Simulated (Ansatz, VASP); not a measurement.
**SF6 in VASP and in Ansatz**

```
S F
1.0
    14.13182    0.00000    0.00000
     0.00000   14.50000    0.00000
     0.00000    0.00000   15.00000
S F
1 6
Cartesian
  7.0635 7.2460 7.5022
  8.6584 7.2499 7.4984
  5.4686 7.2421 7.5059
  7.0596 8.8409 7.4960
  7.0674 5.6511 7.5083
  7.0672 7.2522 9.0971
  7.0598 7.2399 5.9072
```

Alike in both runs: functional PBE; dispersion D3(BJ); k mesh 1 × 1 × 1; occupations gaussian, width 0.005 eV; no spin polarisation.

Ansatz relaxed the structure, and its values are those at the end. VASP's run is a single point on that final structure, the one shown.

|  | VASP | Ansatz |
| --- | --- | --- |
| version | VASP 6.6.1 | Ansatz 0.2.0 |
| potentials or method | VASP PAW PBE potentials, release 64 (S, F_h), cutoff 910 eV | scalar-relativistic, plane waves, PAW |
| valence electrons in the cell | 48 | 48 |

```tsv
	VASP	Ansatz	Ansatz less VASP
gap on the k mesh at the Fermi level (eV)	6.63	6.63	-0.006
rms of the force components (eV/Å)	0.069	0.000	-0.0693
```

Noted on VASP's run: the cutoff is short for stress, so the pressure is rough.
